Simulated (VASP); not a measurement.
Ag:

```
CELL_PARAMETERS angstrom
0.00000 2.04275 2.04275
2.04275 0.00000 2.04275
2.04275 2.04275 0.00000
ATOMIC_POSITIONS crystal
Ag 0.00000 0.00000 0.00000
```

- Program: VASP 6.6.1
- Task: relaxation of cell and atoms
- Functional: LDA
- Potentials or basis: VASP PAW LDA potentials, release 64 (Ag)
- Cutoff: 600 eV
- k mesh: 28 × 28 × 28
- Occupations: gaussian, width 0.2 eV
- Spin: no spin polarisation

At the start: pressure -7.0 GPa; volume 17.05 Å³/atom.

How do energy, volume and symmetry change on relaxing?

Over 7 steps the energy falls by 24.5 meV/atom and the volume is 16.03 Å³/atom (-6.0 %); space group Fm-3m (No. 225, to 0.1 Å) before and after.

Step by step:
```
step  energy change (eV)  largest force (eV/Å)  pressure (GPa)  volume (Å³)
   1              0.0000                0.0000           -7.00        17.05
   2             -0.0075                0.0000            7.74        15.28
   3             -0.0245                0.0000           -0.65        16.03
   4             -0.0244                0.0000            0.57        15.96
   5             -0.0244                0.0000            0.31        15.99
   6             -0.0245                0.0000           -0.26        16.06
   7             -0.0245                0.0000            0.00        16.03
```

Final structure:
```cif
data_structure
_symmetry_space_group_name_H-M 'P 1'
_symmetry_Int_Tables_number 1
_cell_length_a 2.8301
_cell_length_b 2.8301
_cell_length_c 2.8301
_cell_angle_alpha 60.000
_cell_angle_beta 60.000
_cell_angle_gamma 60.000
_cell_volume 16.03
loop_
_atom_site_label
_atom_site_type_symbol
_atom_site_fract_x
_atom_site_fract_y
_atom_site_fract_z
_atom_site_occupancy
Ag1 Ag 0.00000 0.00000 0.00000 1
```
